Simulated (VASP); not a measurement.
# NiPt3 (Pm-3m) in VASP: single point with LDA

Aim: the single point of NiPt3 with LDA.

Everything below comes from runs of VASP 6.6.1. Logs are shortened: lines on timing, memory, paths and dates and some standing lists are left out, and cuts for length are marked.

**1. The cell of the first run**

It takes space group Pm-3m (No. 221, cubic). The conventional cell has a = 3.797 Å, b = 3.797 Å, c = 3.797 Å, α = 90.00°, β = 90.00°, γ = 90.00°. Within 3.5 Å of Ni (site symmetry m-3m) lie 12 Pt at 2.68 Å. Pt (site symmetry 4/mmm) has 4 Ni at 2.68 Å and 8 Pt at 2.68 Å within 3.5 Å.

**2. Single point, LDA, collinear spin, ferromagnetic start**

File INCAR:

```
PREC = Accurate
ENCUT = 520
EDIFF = 1E-6
ISMEAR = 0
SIGMA = 0.1
LREAL = F
LASPH = T
NELM = 150
ALGO = Normal
ISIF = 2
LWAVE = F
LCHARG = F
ISPIN = 2
MAGMOM = 0.77 0.15 0.15 0.15
LORBIT = 11
LMAXMIX = 4
GGA = CA
NBANDS = 32
```

File KPOINTS:

```
Automatic mesh
0
Gamma
  12 12 12
```

File POSCAR:

```
NiPt3
1.0
    3.7965638536      0.0000000000      0.0000000000
    0.0000000000      3.7965638536      0.0000000000
    0.0000000000      0.0000000000      3.7965638536
Ni Pt
1 3
Direct
    0.0000000000      0.0000000000      0.0000000000
    0.0000000000      0.5000000000      0.5000000000
    0.5000000000      0.0000000000      0.5000000000
    0.5000000000      0.5000000000      0.0000000000
```

Potentials or basis: VASP PAW LDA potentials, release 64 (Ni, Pt).

Launch:

```
> cat potpaw_LDA.64/Ni/POTCAR potpaw_LDA.64/Pt/POTCAR > POTCAR
> mpirun -np 1 vasp_std > vasp.out
```

OUTCAR:

```text
PREC = Accurate
   ENCUT = 520
   EDIFF = 1E-6
   ISMEAR = 0
   LREAL = F
   LASPH = T
   NELM = 150
   ISIF = 2
   ISPIN = 2
   LORBIT = 11
   GGA = CA

 ion  position               nearest neighbor table
   1  0.000  0.000  0.000-   2 2.68   3 2.68   4 2.68   2 2.68   3 2.68   2 2.68   4 2.68   2 2.68
                             3 2.68   4 2.68   3 2.68   4 2.68
   2  0.000  0.500  0.500-   1 2.68   3 2.68   4 2.68   1 2.68   4 2.68   1 2.68   3 2.68   1 2.68
                             3 2.68   4 2.68   4 2.68   3 2.68
   3  0.500  0.000  0.500-   1 2.68   2 2.68   4 2.68   1 2.68   4 2.68   2 2.68   4 2.68   4 2.68
                             1 2.68   2 2.68   1 2.68   2 2.68
   4  0.500  0.500  0.000-   1 2.68   2 2.68   3 2.68   2 2.68   3 2.68   1 2.68   3 2.68   3 2.68
                             1 2.68   2 2.68   2 2.68   1 2.68

  LATTYP: Found a simple cubic cell.
 ALAT       =     3.7965638536

  Lattice vectors:

 A1 = (   3.7965638536,   0.0000000000,   0.0000000000)
 A2 = (   0.0000000000,   3.7965638536,   0.0000000000)
 A3 = (   0.0000000000,   0.0000000000,   3.7965638536)

Analysis of symmetry for initial positions (statically):
=====================================================================
 Subroutine PRICEL returns:
 Original cell was already a primitive cell.

 Routine SETGRP: Setting up the symmetry group for a
 simple cubic supercell.

 Subroutine GETGRP returns: Found 48 space group operations
 (whereof 48 operations were pure point group operations)
 out of a pool of 48 trial point group operations.

The static configuration has the point symmetry O_h .

Analysis of symmetry for dynamics (positions and initial velocities):
=====================================================================
 Subroutine PRICEL returns:
 Original cell was already a primitive cell.

 Routine SETGRP: Setting up the symmetry group for a
 simple cubic supercell.

 Subroutine GETGRP returns: Found 48 space group operations
 (whereof 48 operations were pure point group operations)
 out of a pool of 48 trial point group operations.

The dynamic configuration has the point symmetry O_h .

Analysis of structural, dynamic, and magnetic symmetry:
=====================================================================
 Subroutine PRICEL returns:
 Original cell was already a primitive cell.

 Routine SETGRP: Setting up the symmetry group for a
[... 135 lines left out ...]
   GGA     = CA    functional components
   LHFCALC =     F    Hartree Fock is set to
   AEXX    =    0.0000 exact exchange contribution
   IVDW    =     0    specifies the selected vdW correction
   LEPSILON=     F    determine dielectric tensor
   LRPA    =     F    only Hartree local field effects (RPA)
 spin polarized calculation
 Gauss-broadening in eV      SIGMA  =   0.10
  energy-cutoff  :      520.00
  volume of cell :       54.72
 maximum number of plane-waves:      1498
   NGX = 15   NGY = 15   NGZ = 15

 number of electron      40.0000004 magnetization       0.8509951

 Free energy of the ion-electron system (eV)
  ---------------------------------------------------
  ext. energy  EPLUGINS =         0.00000000
  ---------------------------------------------------
  free energy    TOTEN  =       -29.33502144 eV

  energy without entropy =      -29.30358317  energy(sigma->0) =      -29.31930231

 E-fermi :  11.2468     XC(G=0): -13.8115

 val. band max:       11.2460139655   @ k =   0.4167   0.4167   0.3333
 cond. band min:      11.2477705062   @ k =   0.5000   0.2500   0.1667
 fundamental gap:      0.0017565407
 Fermi energy:        11.2467621622

 spin component 1

 k-point     1 :       0.0000    0.0000    0.0000
  band No.  band energies     occupation
      1       0.8569      1.00000
      2       3.4985      1.00000
      3       4.6004      1.00000
      4       4.6004      1.00000
      5       4.6004      1.00000
      6       4.6653      1.00000
[... 829 lines left out ...]
     31      25.1075      0.00000
     32      27.2924      0.00000

 [... further k-points ...]

 spin component 2

 k-point     1 :       0.0000    0.0000    0.0000
  band No.  band energies     occupation
      1       0.8791      1.00000
      2       3.5424      1.00000
      3       4.6691      1.00000
      4       4.6691      1.00000
      5       4.6691      1.00000
      6       4.7340      1.00000
[... 829 lines left out ...]
     31      25.1794      0.00000
     32      27.3469      0.00000

 [... further k-points ...]

------------------------ aborting loop because EDIFF is reached ----------------------------------------

  FORCE on cell =-STRESS in cart. coord.  units (eV):
  Direction    XX          YY          ZZ          XY          YZ          ZX
  --------------------------------------------------------------------------------------
  -------------------------------------------------------------------------------------
  Total        0.1665791      0.1665791      0.1665791      0.0000000      0.0000000     -0.0000000
  in kB        4.8770690      4.8770690      4.8770690      0.0000000      0.0000000     -0.0000000
  external PRESSURE =       4.8770690 kB  Pullay stress =       0.0000000 kB

 VOLUME and BASIS-vectors are now :
 -----------------------------------------------------------------------------
  energy-cutoff  :      520.00
  volume of cell :       54.72
      direct lattice vectors                 reciprocal lattice vectors
     3.796563854  0.000000000  0.000000000     0.263396070  0.000000000  0.000000000
     0.000000000  3.796563854  0.000000000     0.000000000  0.263396070  0.000000000
     0.000000000  0.000000000  3.796563854     0.000000000  0.000000000  0.263396070

 POSITION                                       TOTAL-FORCE (eV/Angst)
 -----------------------------------------------------------------------------------
      0.00000      0.00000      0.00000         0.000000      0.000000      0.000000
      0.00000      1.89828      1.89828         0.000000      0.000000      0.000000
      1.89828      0.00000      1.89828         0.000000      0.000000      0.000000
      1.89828      1.89828      0.00000         0.000000      0.000000      0.000000
 -----------------------------------------------------------------------------------
    total drift:                                0.000000      0.000000      0.000000

  FREE ENERGIE OF THE ION-ELECTRON SYSTEM (eV)
  ---------------------------------------------------
  free  energy   TOTEN  =       -29.3350214421 eV

  energy  without entropy=      -29.3035831730  energy(sigma->0) =      -29.31930231

 total charge

# of ion       s       p       d       tot
------------------------------------------
    1        0.415   0.455   8.367   9.237
    2        0.694   0.681   8.072   9.447
    3        0.694   0.681   8.072   9.447
    4        0.694   0.681   8.072   9.447
--------------------------------------------------
tot          2.497   2.497  32.582  37.576

 magnetization (x)

# of ion       s       p       d       tot
------------------------------------------
    1       -0.001  -0.001   0.542   0.541
    2       -0.001  -0.008   0.112   0.103
    3       -0.001  -0.008   0.112   0.103
    4       -0.001  -0.008   0.112   0.103
--------------------------------------------------
tot         -0.005  -0.023   0.879   0.851
```

Run time: 2.1 min. Hardware: 1 thread of AMD EPYC 9R45 (Zen 5), shared host; peak memory 0.28 GiB.

Results:

| Property | Result |
| --- | --- |
| Free energy | -29.3350 eV |
| Pressure | 0.5 GPa |
| Net moment | 0.85 μB per cell |
| Site moments | Ni +0.54; Pt +0.10 μB |
| Valence electrons inside the program's atomic spheres | Ni 9.24; Pt 9.45 |

Caveat: spin-orbit coupling is left out, which moves the levels of the heavy elements.
